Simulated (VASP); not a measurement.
# SnO (P4/nmm) in VASP: single point with PBEsol

Aim: the single point of SnO with PBEsol.

Program: VASP 6.6.1. These are calculated values, not measurements. Logs are shortened: lines on timing, memory, paths and dates and some standing lists are left out, and cuts for length are marked.

### 1 The cell of the first run

The structure is tetragonal, space group P4/nmm (No. 129). Conventional cell: a = 3.671 Å, b = 3.671 Å, c = 4.988 Å, α = 90.00°, β = 90.00°, γ = 90.00°. Sn (site symmetry 4mm) has 4 O at 2.20 Å within 2.9 Å. Within 2.9 Å of O (site symmetry -4m2) lie 4 Sn at 2.20 Å and 4 O at 2.60 Å.

### 2 Single point, PBEsol

The input, INCAR:

```
SYSTEM = SnO
  PREC = Accurate
  ENCUT = 1340
  EDIFF = 1E-6
  ISMEAR = 0
  SIGMA = 0.15
  LREAL = .FALSE.
  LASPH = .TRUE.
  NELM = 120
  ALGO = Normal
  ISIF = 2
  LWAVE = .FALSE.
  LCHARG = .FALSE.
  GGA = PS
  NBANDS = 28
  GGA_COMPAT = .FALSE.
```

The input, KPOINTS:

```
Automatic mesh
0
G
  10 10 8
  0 0 0
```

The input, POSCAR:

```
SnO
1.0
    3.6711000000      0.0000000000      0.0000000000
    0.0000000000      3.6711000000      0.0000000000
    0.0000000000      0.0000000000      4.9881000000
Sn O
2 2
Direct
    0.0000000000      0.5000000000      0.2424656060
    0.5000000000      0.0000000000      0.7575343940
    0.0000000000      0.0000000000      0.0000000000
    0.5000000000      0.5000000000      0.0000000000
```

Potentials or basis: VASP PAW PBE potentials, release 64 (Sn_d, O_h).

Run with:

```bash
$ cat potpaw_PBE.64/Sn_d/POTCAR potpaw_PBE.64/O_h/POTCAR > POTCAR
$ mpirun -np 1 vasp_std > vasp.out
```

OUTCAR:

```text
SYSTEM = SnO
   PREC = Accurate
   ENCUT = 1340
   EDIFF = 1E-6
   ISMEAR = 0
   LREAL = .FALSE.
   LASPH = .TRUE.
   NELM = 120
   ISIF = 2
   GGA = PS

 ion  position               nearest neighbor table
   1  0.000  0.500  0.242-   3 2.20   4 2.20   3 2.20   4 2.20   2 3.55   2 3.55   2 3.55   2 3.55
                             2 3.65   2 3.65   2 3.65   2 3.65
   2  0.500  0.000  0.758-   3 2.20   4 2.20   4 2.20   3 2.20   1 3.55   1 3.55   1 3.55   1 3.55
                             1 3.65   1 3.65   1 3.65   1 3.65
   3  0.000  0.000  0.000-   1 2.20   2 2.20   1 2.20   2 2.20
   4  0.500  0.500  0.000-   1 2.20   2 2.20   2 2.20   1 2.20

  LATTYP: Found a simple tetragonal cell.
 ALAT       =     3.6711000000
 C/A-ratio  =     1.3587480592

  Lattice vectors:

 A1 = (   3.6711000000,   0.0000000000,   0.0000000000)
 A2 = (   0.0000000000,   3.6711000000,   0.0000000000)
 A3 = (   0.0000000000,   0.0000000000,   4.9881000000)

Analysis of symmetry for initial positions (statically):
=====================================================================
 Subroutine PRICEL returns:
 Original cell was already a primitive cell.

 Routine SETGRP: Setting up the symmetry group for a
 simple tetragonal supercell.

 Subroutine GETGRP returns: Found 16 space group operations
 (whereof  8 operations were pure point group operations)
 out of a pool of 16 trial point group operations.

The static configuration has the point symmetry D_2d.
 The point group associated with its full space group is D_4h.

Analysis of symmetry for dynamics (positions and initial velocities):
=====================================================================
 Subroutine PRICEL returns:
 Original cell was already a primitive cell.

 Routine SETGRP: Setting up the symmetry group for a
 simple tetragonal supercell.

 Subroutine GETGRP returns: Found 16 space group operations
 (whereof  8 operations were pure point group operations)
 out of a pool of 16 trial point group operations.

The dynamic configuration has the point symmetry D_2d.
 The point group associated with its full space group is D_4h.

 Subroutine INISYM returns: Found 16 space group operations
 (whereof  8 operations are pure point group operations),
 and found     1 'primitive' translations

----------------------------------------------------------------------------------------

[... 95 lines left out ...]
   NELM   =    120;   NELMIN=  2; NELMDL= -5     # of ELM steps
   EDIFF  = 0.1E-05   stopping-criterion for ELM
   LREAL  =      F    real-space projection
   EDIFFG = 0.1E-04   stopping-criterion for IOM
   NSW    =      0    number of steps for IOM
   IBRION =     -1    ionic relax: 0-MD 1-quasi-New 2-CG
   NFREE  =      0    steps in history (QN), initial steepest desc. (CG)
   ISIF   =      2    stress and relaxation
   ISYM   =      2    0-nonsym 1-usesym 2-fastsym
   POTIM  = 0.5000    time-step for ionic-motion
   TEBEG  =    0.0;   TEEND  =   0.0 temperature during run
   PSTRESS=    0.0 pullay stress
   NELECT =      40.0000    total number of electrons
   NUPDOWN=      -1.0000    fix difference up-down
   EMIN   =  10.00;   EMAX   =-10.00  energy-range for DOS
   EFERMI =   0.00;   METHOD = LEGACY
   ISMEAR =     0;   SIGMA  =   0.15  broadening in eV -4-tet -1-fermi 0-gaus
   EFERMI_NEDOS =   21; number of points for ismear=-14 and -15
   IALGO  =     38    algorithm
   IMIX   =      4    mixing-type and parameters
     AMIX     =   0.40;   BMIX     =  1.00
     AMIX_MAG =   1.60;   BMIX_MAG =  1.00
  volume/ion in A,a.u.               =      16.81       113.41
  Fermi-wavevector in a.u.,A,eV,Ry     =   1.376953  2.602063 25.796622  1.895998
  Thomas-Fermi vector in A             =   2.502150
   LORBIT       =      0    0 simple, 1 ext, 2 COOP (PROOUT), +10 PAW based schemes
   GGA     = PS    functional components
   LHFCALC =     F    Hartree Fock is set to
   AEXX    =    0.0000 exact exchange contribution
   IVDW    =     0    specifies the selected vdW correction
   LEPSILON=     F    determine dielectric tensor
   LRPA    =     F    only Hartree local field effects (RPA)
 non-spin polarized calculation
 Gauss-broadening in eV      SIGMA  =   0.15
  energy-cutoff  :     1340.00
  volume of cell :       67.22
 maximum number of plane-waves:      7537
 NGX is ok and might be reduce to    48
   NGX = 21   NGY = 21   NGZ = 29

 number of electron      40.0000003 magnetization

 Free energy of the ion-electron system (eV)
  ---------------------------------------------------
  ext. energy  EPLUGINS =         0.00000000
  ---------------------------------------------------
  free energy    TOTEN  =       -24.11999071 eV

  energy without entropy =      -24.11708553  energy(sigma->0) =      -24.11853812

 E-fermi :   7.9894     XC(G=0): -10.7004

 val. band max:        7.8897129663   @ k =   0.0000   0.0000   0.1250
 cond. band min:       8.0332544807   @ k =   0.4000   0.4000   0.0000
 fundamental gap:      0.1435415144
 Fermi energy:         7.9893879676

 k-point     1 :       0.0000    0.0000    0.0000
  band No.  band energies     occupation
      1     -14.2374      2.00000
      2     -13.7841      2.00000
      3     -13.7457      2.00000
      4     -13.7457      2.00000
      5     -13.6962      2.00000
      6     -13.6797      2.00000
[... 733 lines left out ...]
     27      15.0112      0.00000
     28      17.7091      0.00000

 [... further k-points ...]

------------------------ aborting loop because EDIFF is reached ----------------------------------------

  FORCE on cell =-STRESS in cart. coord.  units (eV):
  Direction    XX          YY          ZZ          XY          YZ          ZX
  --------------------------------------------------------------------------------------
  -------------------------------------------------------------------------------------
  Total        2.6983589      2.6983589     -0.5739715      0.0000000     -0.0000000      0.0000000
  in kB       64.3106232     64.3106232    -13.6795975      0.0000000     -0.0000000      0.0000000
  external PRESSURE =      38.3138830 kB  Pullay stress =       0.0000000 kB

 VOLUME and BASIS-vectors are now :
 -----------------------------------------------------------------------------
  energy-cutoff  :     1340.00
  volume of cell :       67.22
      direct lattice vectors                 reciprocal lattice vectors
     3.671100000  0.000000000  0.000000000     0.272397919  0.000000000  0.000000000
     0.000000000  3.671100000  0.000000000     0.000000000  0.272397919  0.000000000
     0.000000000  0.000000000  4.988100000     0.000000000  0.000000000  0.200477136

 POSITION                                       TOTAL-FORCE (eV/Angst)
 -----------------------------------------------------------------------------------
      0.00000      1.83555      1.20944        -0.000000     -0.000000     -0.048690
      1.83555      0.00000      3.77866         0.000000     -0.000000      0.048690
      0.00000      0.00000      0.00000         0.000000     -0.000000      0.000000
      1.83555      1.83555      0.00000        -0.000000      0.000000      0.000000
 -----------------------------------------------------------------------------------
    total drift:                                0.000000      0.000000     -0.000000

  FREE ENERGIE OF THE ION-ELECTRON SYSTEM (eV)
  ---------------------------------------------------
  free  energy   TOTEN  =       -24.1199907101 eV

  energy  without entropy=      -24.1170855267  energy(sigma->0) =      -24.11853812
```

OSZICAR:

```text
N       E                     dE             d eps       ncg     rms          rms(c)
DAV:   1     0.584853522167E+03    0.58485E+03   -0.33912E+04  6012   0.400E+03
DAV:   2     0.990394557167E+02   -0.48581E+03   -0.46891E+03  5920   0.856E+02
DAV:   3    -0.139753948693E+02   -0.11301E+03   -0.10838E+03  7144   0.248E+02
DAV:   4    -0.269598662441E+02   -0.12984E+02   -0.12760E+02  7076   0.781E+01
DAV:   5    -0.273924340905E+02   -0.43257E+00   -0.43160E+00  6348   0.152E+01    0.110E+01
DAV:   6    -0.241242441032E+02    0.32682E+01   -0.12448E+01  9768   0.421E+01    0.457E+00
DAV:   7    -0.241564448812E+02   -0.32201E-01   -0.17658E+00  6068   0.796E+00    0.254E+00
DAV:   8    -0.241329081586E+02    0.23537E-01   -0.33689E-01  8404   0.420E+00    0.850E-01
DAV:   9    -0.241190821245E+02    0.13826E-01   -0.55027E-02  9468   0.270E+00    0.223E-01
DAV:  10    -0.241202921886E+02   -0.12101E-02   -0.78901E-03  7872   0.885E-01    0.133E-01
DAV:  11    -0.241199702194E+02    0.32197E-03   -0.16698E-03  9724   0.442E-01    0.261E-02
DAV:  12    -0.241200043175E+02   -0.34098E-04   -0.29552E-04  6096   0.108E-01    0.364E-02
DAV:  13    -0.241199920584E+02    0.12259E-04   -0.27821E-05  7156   0.418E-02    0.108E-02
DAV:  14    -0.241199907471E+02    0.13113E-05   -0.57670E-06  7036   0.187E-02    0.143E-03
DAV:  15    -0.241199907101E+02    0.37000E-07   -0.63872E-07  3056   0.673E-03
   1 F= -.24119991E+02 E0= -.24118538E+02  d E =-.290518E-02
```

stdout:

```text
POSCAR found type information on POSCAR SnO
 POSCAR found :  2 types and       4 ions
 scaLAPACK will be used
 -----------------------------------------------------------------------------
|                                                                             |
|                                                                             |
|     You enforced a specific xc type in the INCAR file but a different       |
|     I HOPE YOU KNOW WHAT YOU ARE DOING!                                     |
|                                                                             |
 -----------------------------------------------------------------------------

 LDA part: xc-table for (Slater+PW92), standard interpolation
 POSCAR, INCAR and KPOINTS ok, starting setup
 FFT: planning ... GRIDC
 FFT: planning ... GRID_SOFT
 FFT: planning ... GRID
 WAVECAR not read
 entering main loop
```

Run time: 5 min. Hardware: 1 thread of Intel Xeon 6975P-C (Granite Rapids), shared host; peak memory 0.83 GiB.

Results:

```yaml
Free_energy: -24.1200 eV
Pressure: 3.8 GPa
Largest_force: 0.049 eV/Å
Band_gap_on_the_k_mesh: zero (bands 20 and 21 overlap by 0.55 eV)
```

Forces on the atoms (eV/Å):
```
Sn   0.000  0.000 -0.049
Sn   0.000  0.000  0.049
O    0.000  0.000  0.000
O    0.000  0.000  0.000
```

Levels at points of the mesh, in eV from the Fermi level:
```tsv
k point	band 18	band 19	band 20	band 21	band 22	band 23
(0.00, 0.00, 0.00)	-3.19	-3.19	0.15	2.32	4.04	4.60
(0.50, 0.00, 0.00)	-5.07	-3.26	-3.26	2.83	2.83	5.99
(0.50, 0.50, 0.00)	-2.52	-2.25	-2.25	-0.39	-0.39	3.84
(0.00, 0.00, 0.50)	-3.21	-3.21	-3.05	2.05	2.84	2.84
(0.50, 0.00, 0.50)	-5.04	-2.19	-2.19	2.13	2.13	5.53
(0.50, 0.50, 0.50)	-2.96	-2.52	-2.52	1.84	1.84	3.56
```

Caveat: the stress differs along the axes, from -1 to 6 GPa; semilocal functionals underestimate gaps, and a narrow one can read as zero; the PAW data sets were made with another functional, which shifts forces and pressure a little; spin-orbit coupling is left out, which moves the levels of the heavy elements.

The gap in the log of VASP goes by the Fermi energy; the results here count the filled bands.